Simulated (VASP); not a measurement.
Wanted: the native input for a VASP 6.6.1 run.

- Task: single point
- Functional: PBE
- Potentials or basis: VASP PAW PBE potentials, release 64 (Al, As)
- Cutoff: 500 eV
- k mesh: 4 × 4 × 4
- Occupations: gaussian, width 0.01 eV
- Spin: no spin polarisation
- Dipole correction: no
- Further INCAR settings: ALGO = Normal; EDIFF = 1e-06; NBANDS = 11

The structure of AlAs (m.bgw) lies in POSCAR:

```
AlAs
1.0
    0.0000000000      2.8638562135      2.8638562135
    2.8638562135      0.0000000000      2.8638562135
    2.8638562135      2.8638562135      0.0000000000
Al As
1 1
Direct
    0.0000000000      0.0000000000      0.0000000000
    0.2500000000      0.2500000000      0.2500000000
```

The input as run:

INCAR

```
SYSTEM = AlAs
  PREC = Accurate
  ENCUT = 500
  EDIFF = 1E-6
  ISMEAR = 0
  SIGMA = 0.01
  LREAL = .False.
  LASPH = .True.
  NELM = 120
  ALGO = Normal
  ISIF = 2
  LWAVE = .False.
  LCHARG = .False.
  GGA = PE
  NBANDS = 11
  GGA_COMPAT = .False.
```

KPOINTS

```
regular mesh
0
Gamma
  4 4 4
  0 0 0
```

Potentials or basis: VASP PAW PBE potentials, release 64 (Al, As).

Run with:

```bash
$ cat potpaw_PBE.64/Al/POTCAR potpaw_PBE.64/As/POTCAR > POTCAR
$ mpirun -np 1 vasp_std > vasp.out
```

It gave:

```json
{
 "Pressure": "0.4 GPa",
 "Band gap on the k mesh": "1.47 eV, indirect (least direct gap 1.78 eV)"
}
```

Caveat: the k points lie up to 0.48 Å⁻¹ apart.

Wall time 3.1 s on 1 thread of Intel(R) Xeon(R) 6975P-C (Granite Rapids) (shared host), peak memory 0.16 GiB.
